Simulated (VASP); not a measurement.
Input of a VASP 6.6.1 run:

Contents of INCAR:

```
ALGO = Normal
EDIFF = 1E-7
EDIFFG = -0.04
ENCUT = 600
GGA = PE
GGA_COMPAT = F
IBRION = 2
ISIF = 3
ISMEAR = 0
ISPIN = 2
LASPH = T
LCHARG = F
LMAXMIX = 4
LORBIT = 11
LREAL = F
LWAVE = F
MAGMOM = 0 3 3 3
NELM = 200
NELMIN = 4
NSW = 90
PREC = Accurate
SIGMA = 0.1
```

The input KPOINTS:

```
k-points
0
Gamma
  6 6 6
```

Contents of POSCAR:

```
AlCo3
1.0
   -2.3719559200      2.3719559200      2.3719559200
    2.3719559200     -2.3719559200      2.3719559200
    2.3719559200      2.3719559200     -2.3719559200
Al Co
1 3
Direct
    0.0000000000      0.0000000000      0.0000000000
    0.0000000000      0.5000000000      0.5000000000
    0.5000000000      0.0000000000      0.5000000000
    0.5000000000      0.5000000000      0.0000000000
```

Potentials or basis: VASP PAW PBE potentials, release 64 (Al, Co).

The run is started by

```sh
$ cat potpaw_PBE.64/Al/POTCAR potpaw_PBE.64/Co/POTCAR > POTCAR
$ mpirun -np 1 vasp_std > vasp.out
```

Q: What does it give for the space group after relaxing (to 0.1 Å)?

A: Im-3m (No. 229).

Q: Predict the net moment.

A: 4.28 μB per cell.

Q: Predict the site moments.

A: Al -0.02; Co +1.46 μB.

Step by step:
| step | energy change (eV) | largest force (eV/Å) | pressure (GPa) | volume (Å³) |
| --- | --- | --- | --- | --- |
| 1 | 0.0000 | 0.0000 | -0.86 | 53.38 |
| 2 | -0.0007 | 0.0000 | 0.50 | 52.83 |
| 3 | -0.0010 | 0.0000 | 0.01 | 53.02 |
